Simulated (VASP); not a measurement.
SnH2, 3 atoms in the cell. The structure is tetragonal, space group I4/mmm (No. 139). The conventional cell has a = 3.813 Å, b = 3.813 Å, c = 5.363 Å, α = 90.00°, β = 90.00°, γ = 90.00°. Within 3.1 Å of Sn (site symmetry 4/mmm) lie 8 H at 2.33 Å. H (site symmetry -4m2) has 4 Sn at 2.33 Å and 6 H at 2.68 to 2.70 Å within 3.1 Å. 

* Program: VASP 6.6.1
* Task: single point
* Functional: PBE
* Potentials or basis: VASP PAW PBE potentials, release 64 (Sn_d, H)
* Cutoff: 520 eV
* k mesh: 16 × 16 × 16
* Occupations: gaussian, width 0.1 eV
* Spin: no spin polarisation
* Dipole correction: no
* Further INCAR settings: ALGO = Normal; EDIFF = 1e-06; NBANDS = 15

Potentials or basis: VASP PAW PBE potentials, release 64 (Sn_d, H).

Launch:

```sh
$ cat potpaw_PBE.64/Sn_d/POTCAR potpaw_PBE.64/H/POTCAR > POTCAR
$ mpirun -np 1 vasp_std > vasp.out
```

Hardware: 1 thread of Intel Xeon 8259CL, with other jobs on the host.

Estimate the wall time of this run.

Run time: 5.1 min on 1 thread of Intel Xeon 8259CL (shared host), peak memory 0.31 GiB. Counts: scf iterations 13, k points 349.
